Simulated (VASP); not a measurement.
# ZnSnP2 (I-42d) in VASP: relaxation of cell and atoms with PBEsol

Aim: the relaxation of cell and atoms of ZnSnP2 with PBEsol.

All numbers are computed with VASP 6.6.1; they aren't measurements. Logs are shortened: lines on timing, memory, paths and dates and some standing lists are left out, and cuts for length are marked.

## (1) The cell of the first run

It takes space group I-42d (No. 122, tetragonal). The conventional cell has a = 5.702 Å, b = 5.702 Å, c = 11.434 Å, α = 90.00°, β = 90.00°, γ = 90.00°. Within 3.2 Å of Zn (site symmetry -4) lie 4 P at 2.40 Å. Sn (site symmetry -4) has 4 P at 2.55 Å within 3.4 Å. Within 3.2 Å of P (site symmetry 2) lie 2 Zn at 2.40 Å and 2 Sn at 2.55 Å.

## (2) Relaxation of cell and atoms, PBEsol

INCAR

```
  PREC = Accurate
  ENCUT = 500
  EDIFF = 1E-7
  ISMEAR = -1
  SIGMA = 0.02
  LREAL = False
  LASPH = True
  NELM = 120
  ALGO = Normal
  ISIF = 3
  LWAVE = False
  LCHARG = False
  GGA = PS
  IBRION = 2
  NSW = 80
  EDIFFG = -0.005
  GGA_COMPAT = False
  NELMIN = 4
```

KPOINTS

```
regular mesh
0
Gamma
  6 6 6
```

POSCAR

```
ZnSnP2
1.0
   -2.8511251111      2.8511251111      5.7168577693
    2.8511251111     -2.8511251111      5.7168577693
    2.8511251111      2.8511251111     -5.7168577693
Zn Sn P
2 2 4
Direct
    0.7500000000      0.2500000000      0.5000000000
    0.0000000000      0.0000000000      0.0000000000
    0.2500000000      0.7500000000      0.5000000000
    0.5000000000      0.5000000000      0.0000000000
    0.3750000000      0.3527945230      0.4777945230
    0.6472054770      0.1250000000      0.0222054770
    0.1027945230      0.6250000000      0.9777945230
    0.8750000000      0.8972054770      0.5222054770
```

Potentials or basis: VASP PAW PBE potentials, release 64 (Zn, Sn_d, P).

On the command line:

```bash
cat potpaw_PBE.64/Zn/POTCAR potpaw_PBE.64/Sn_d/POTCAR potpaw_PBE.64/P/POTCAR > POTCAR
mpirun -np 1 vasp_std > vasp.out
```

OUTCAR:

```text
PREC = Accurate
   ENCUT = 500
   EDIFF = 1E-7
   ISMEAR = -1
   LREAL = False
   LASPH = True
   NELM = 120
   ISIF = 3
   GGA = PS
   IBRION = 2
   NSW = 80
   EDIFFG = -0.005
   NELMIN = 4

 ion  position               nearest neighbor table
   1  0.750  0.250  0.500-   5 2.40   6 2.40   7 2.40   8 2.40
   2  0.000  0.000  0.000-   5 2.40   6 2.40   7 2.40   8 2.40
   3  0.250  0.750  0.500-   6 2.55   5 2.55   8 2.55   7 2.55
   4  0.500  0.500  0.000-   8 2.55   6 2.55   7 2.55   5 2.55
   5  0.375  0.353  0.478-   1 2.40   2 2.40   4 2.55   3 2.55
   6  0.647  0.125  0.022-   1 2.40   2 2.40   4 2.55   3 2.55
   7  0.103  0.625  0.978-   1 2.40   2 2.40   3 2.55   4 2.55
   8  0.875  0.897  0.522-   1 2.40   2 2.40   3 2.55   4 2.55

  LATTYP: Found a body centered tetragonal cell.
 ALAT       =     5.7022502222
 C/A-ratio  =     2.0051234325

  Lattice vectors:

 A1 = (  -2.8511251111,   2.8511251111,   5.7168577693)
 A2 = (   2.8511251111,  -2.8511251111,   5.7168577693)
 A3 = (   2.8511251111,   2.8511251111,  -5.7168577693)

Analysis of symmetry for initial positions (statically):
=====================================================================
 Subroutine PRICEL returns:
 Original cell was already a primitive cell.

 Routine SETGRP: Setting up the symmetry group for a
 body centered tetragonal supercell.

 Subroutine GETGRP returns: Found  8 space group operations
 (whereof  4 operations were pure point group operations)
 out of a pool of 16 trial point group operations.

The static configuration has the point symmetry S_4 .
 The point group associated with its full space group is D_2d.

Analysis of symmetry for dynamics (positions and initial velocities):
=====================================================================
 Subroutine PRICEL returns:
 Original cell was already a primitive cell.

 Routine SETGRP: Setting up the symmetry group for a
 body centered tetragonal supercell.

 Subroutine GETGRP returns: Found  8 space group operations
 (whereof  4 operations were pure point group operations)
 out of a pool of 16 trial point group operations.

The dynamic configuration has the point symmetry S_4 .
 The point group associated with its full space group is D_2d.

 Subroutine INISYM returns: Found  8 space group operations
 (whereof  4 operations are pure point group operations),
 and found     1 'primitive' translations

----------------------------------------------------------------------------------------

                                     Primitive cell

  volume of cell :     185.8874

  direct lattice vectors                    reciprocal lattice vectors
    -2.851125111  2.851125111  5.716857769     0.000000000  0.175369365  0.087460633
     2.851125111 -2.851125111  5.716857769     0.175369365  0.000000000  0.087460633
     2.851125111  2.851125111 -5.716857769     0.175369365  0.175369365  0.000000000

  length of vectors
     6.995733811  6.995733811  6.995733811     0.195968815  0.195968815  0.248009734

  position of ions in fractional coordinates (direct lattice)
     0.750000000  0.250000000  0.500000000
     0.000000000  0.000000000  0.000000000
     0.250000000  0.750000000  0.500000000
     0.500000000  0.500000000  0.000000000
     0.375000000  0.352794523  0.477794523
     0.647205477  0.125000000  0.022205477
     0.102794523  0.625000000  0.977794523
     0.875000000  0.897205477  0.522205477

  ion indices of the primitive-cell ions
   primitive index   ion index
                 1           1
                 2           2
                 3           3
                 4           4
                 5           5
                 6           6
                 7           7
                 8           8

----------------------------------------------------------------------------------------

 KPOINTS: regular mesh

Automatic generation of k-mesh.
 Grid dimensions read from file:
 generate k-points for:    6    6    6

 Generating k-lattice:

  Cartesian coordinates                     Fractional coordinates (reciprocal lattice)
     0.000000000  0.029228227  0.014576772     0.166666667 -0.000000000  0.000000000
     0.029228227  0.000000000  0.014576772    -0.000000000  0.166666667  0.000000000
     0.029228227  0.029228227  0.000000000     0.000000000  0.000000000  0.166666667

  Length of vectors
     0.032661469  0.032661469  0.041334956

  Shift w.r.t. Gamma in fractional coordinates (k-lattice)
     0.000000000  0.000000000  0.000000000

 Subroutine IBZKPT returns following result:
 ===========================================

 Found     30 irreducible k-points:

 Following reciprocal coordinates:
            Coordinates               Weight
  0.000000  0.000000  0.000000      1.000000
  0.166667  0.000000  0.000000      8.000000
  0.333333 -0.000000  0.000000      8.000000
  0.500000  0.000000  0.000000      4.000000
  0.166667  0.166667  0.000000      8.000000
  0.333333  0.166667  0.000000     16.000000
[... 16 lines left out ...]
 -0.333333 -0.333333  0.166667      8.000000
 -0.166667 -0.333333  0.166667      8.000000
 [... further k-points ...]
   k-points           NKPTS =     30   k-points in BZ     NKDIM =     30   number of bands    NBANDS=     43
   number of dos      NEDOS =    301   number of ions     NIONS =      8
   total plane-waves  NPLWV = 157464
   dimension x,y,z NGX =    54 NGY =   54 NGZ =   54
   dimension x,y,z NGXF=   108 NGYF=  108 NGZF=  108
   ions per type =               2   2   4
   NGX,Y,Z   is equivalent  to a cutoff of  12.83, 12.83, 12.83 a.u.
   NGXF,Y,Z  is equivalent  to a cutoff of  25.67, 25.67, 25.67 a.u.
 SYSTEM =  unknown system
   PREC   = accura    normal or accurate (medium, high low for compatibility)
   ISTART =      0    job   : 0-new  1-cont  2-samecut
   ICHARG =      2    charge: 1-file 2-atom 10-const
   ISPIN  =      1    spin polarized calculation?
   LNONCOLLINEAR =      F non collinear calculations
   LSORBIT =      F    spin-orbit coupling
   LASPH  =      T    aspherical Exc in radial PAW
   ENCUT  =  500.0 eV  36.75 Ry    6.06 a.u.  12.75 12.75 12.75*2*pi/ulx,y,z
   NELM   =    120;   NELMIN=  4; NELMDL= -5     # of ELM steps
   EDIFF  = 0.1E-06   stopping-criterion for ELM
   LREAL  =      F    real-space projection
   EDIFFG = -.5E-02   stopping-criterion for IOM
   NSW    =     80    number of steps for IOM
   IBRION =      2    ionic relax: 0-MD 1-quasi-New 2-CG
   NFREE  =      1    steps in history (QN), initial steepest desc. (CG)
   ISIF   =      3    stress and relaxation
   ISYM   =      2    0-nonsym 1-usesym 2-fastsym
   POTIM  = 0.5000    time-step for ionic-motion
   TEBEG  =    0.0;   TEEND  =   0.0 temperature during run
   PSTRESS=    0.0 pullay stress
   NELECT =      72.0000    total number of electrons
   NUPDOWN=      -1.0000    fix difference up-down
   EMIN   =  10.00;   EMAX   =-10.00  energy-range for DOS
   EFERMI =   0.00;   METHOD = LEGACY
   ISMEAR =    -1;   SIGMA  =   0.02  broadening in eV -4-tet -1-fermi 0-gaus
   EFERMI_NEDOS =   21; number of points for ismear=-14 and -15
   IALGO  =     38    algorithm
   IMIX   =      4    mixing-type and parameters
     AMIX     =   0.40;   BMIX     =  1.00
     AMIX_MAG =   1.60;   BMIX_MAG =  1.00
  volume/ion in A,a.u.               =      23.24       156.80
  Fermi-wavevector in a.u.,A,eV,Ry     =   1.193353  2.255111 19.375948  1.424092
  Thomas-Fermi vector in A             =   2.329370
   LORBIT       =      0    0 simple, 1 ext, 2 COOP (PROOUT), +10 PAW based schemes
   GGA     = PS    functional components
   LHFCALC =     F    Hartree Fock is set to
   AEXX    =    0.0000 exact exchange contribution
   IVDW    =     0    specifies the selected vdW correction
   LEPSILON=     F    determine dielectric tensor
   LRPA    =     F    only Hartree local field effects (RPA)
 conjugate gradient relaxation of ions
 non-spin polarized calculation
  energy-cutoff  :      500.00
  volume of cell :      185.89
 maximum number of plane-waves:      4757
 NGX is ok and might be reduce to    54
   NGX = 25   NGY = 25   NGZ = 25

--------------------------------------- Ionic step        1  -------------------------------------------

 number of electron      72.0000019 magnetization

 Free energy of the ion-electron system (eV)
  ---------------------------------------------------
  ext. energy  EPLUGINS =         0.00000000
  ---------------------------------------------------
  free energy    TOTEN  =       -36.08892052 eV

  energy without entropy =      -36.08892052  energy(sigma->0) =      -36.08892052

 E-fermi :   4.6208     XC(G=0):  -9.6074

 val. band max:        4.3016829170   @ k =   0.0000   0.0000   0.0000
 cond. band min:       4.9182578314   @ k =   0.0000   0.0000   0.0000
 fundamental gap:      0.6165749144
 Fermi energy:         4.6208352005

 k-point     1 :       0.0000    0.0000    0.0000
  band No.  band energies     occupation
      1     -17.1436      2.00000
      2     -17.1436      2.00000
      3     -17.1435      2.00000
      4     -17.1259      2.00000
      5     -17.1160      2.00000
      6     -17.1160      2.00000
[... 1093 lines left out ...]
     42       7.5525      0.00000
     43       7.8897      0.00000

 [... further k-points ...]

------------------------ aborting loop because EDIFF is reached ----------------------------------------

  FORCE on cell =-STRESS in cart. coord.  units (eV):
  Direction    XX          YY          ZZ          XY          YZ          ZX
  --------------------------------------------------------------------------------------
  -------------------------------------------------------------------------------------
  Total       -3.1521841     -3.1521841     -3.1554670      0.0000000      0.0000000      0.0000000
  in kB      -27.1689110    -27.1689110    -27.1972061      0.0000000      0.0000000      0.0000000
  external PRESSURE =     -27.1783427 kB  Pullay stress =       0.0000000 kB
[... 237 lines left out ...]
  energy  without entropy=      -36.1549497508  energy(sigma->0) =      -36.15494975

--------------------------------------- Ionic step        7  -------------------------------------------

 number of electron      72.0000011 magnetization

 Free energy of the ion-electron system (eV)
  ---------------------------------------------------
  ext. energy  EPLUGINS =         0.00000000
  ---------------------------------------------------
  free energy    TOTEN  =       -36.15496674 eV

  energy without entropy =      -36.15496674  energy(sigma->0) =      -36.15496674

 E-fermi :   5.1649     XC(G=0):  -9.7897

 val. band max:        4.7365662662   @ k =   0.0000   0.0000   0.0000
 cond. band min:       5.5470954854   @ k =   0.0000   0.0000   0.0000
 fundamental gap:      0.8105292192
 Fermi energy:         5.1649203665

 k-point     1 :       0.0000    0.0000    0.0000
  band No.  band energies     occupation
      1     -16.7836      2.00000
      2     -16.7836      2.00000
      3     -16.7834      2.00000
      4     -16.7629      2.00000
      5     -16.7515      2.00000
      6     -16.7515      2.00000
[... 1093 lines left out ...]
     42       7.9877      0.00000
     43       8.3234      0.00000

 [... further k-points ...]

------------------------ aborting loop because EDIFF is reached ----------------------------------------

  FORCE on cell =-STRESS in cart. coord.  units (eV):
  Direction    XX          YY          ZZ          XY          YZ          ZX
  --------------------------------------------------------------------------------------
  -------------------------------------------------------------------------------------
  Total       -0.0210979     -0.0210979      0.0205174      0.0000000      0.0000000      0.0000000
  in kB       -0.1894282     -0.1894282      0.1842158      0.0000000      0.0000000      0.0000000
  external PRESSURE =      -0.0648802 kB  Pullay stress =       0.0000000 kB
[... 23 lines left out ...]
  FREE ENERGIE OF THE ION-ELECTRON SYSTEM (eV)
  ---------------------------------------------------
  free  energy   TOTEN  =       -36.1549667435 eV

  energy  without entropy=      -36.1549667435  energy(sigma->0) =      -36.15496674

 reached required accuracy - stopping structural energy minimisation
```

Wall time 15 min (1 thread of Intel Xeon 6975P-C (Granite Rapids), shared host); peak memory 0.56 GiB.

What came out:

| Property | Result |
| --- | --- |
| Free energy | -36.1550 eV |
| Relaxed volume | 22.31 Å³/atom |
| Relaxed cell | a = 6.901 Å, b = 6.901 Å, c = 6.901 Å, α = 131.90°, β = 131.90°, γ = 70.39° |
| Space group after relaxing (to 0.1 Å) | I-42d (No. 122) |
| Energy gained by relaxing | 8.3 meV/atom |
| Ionic steps | 7 |
| Pressure after relaxing | 0.0 GPa |
| Band gap on the k mesh | 0.81 eV |

Step by step:
```csv
step,energy change (eV),largest force (eV/Å),pressure (GPa),volume (Å³)
1,0.0000,0.0119,-2.72,185.89
2,-0.0512,0.1382,1.36,175.48
3,-0.0642,0.0971,0.01,178.59
4,-0.0655,0.0523,0.01,178.51
5,-0.0660,0.0010,0.01,178.41
6,-0.0660,0.0007,0.01,178.41
7,-0.0660,0.0016,-0.01,178.45
```

Final structure:
```
Zn Sn P
1.0
    -2.81253    2.81253    5.63962
     2.81253   -2.81253    5.63962
     2.81253    2.81253   -5.63962
Zn Sn P
2 2 4
Direct
  0.75000 0.25000 0.50000
  0.00000 0.00000 0.00000
  0.25000 0.75000 0.50000
  0.50000 0.50000 0.00000
  0.37500 0.35099 0.47599
  0.64901 0.12500 0.02401
  0.10099 0.62500 0.97599
  0.87500 0.89901 0.52401
```

Caveat: the PAW data sets were made with another functional, which shifts forces and pressure a little; spin-orbit coupling is left out, which moves the levels of the heavy elements. A k mesh can miss the band edges.
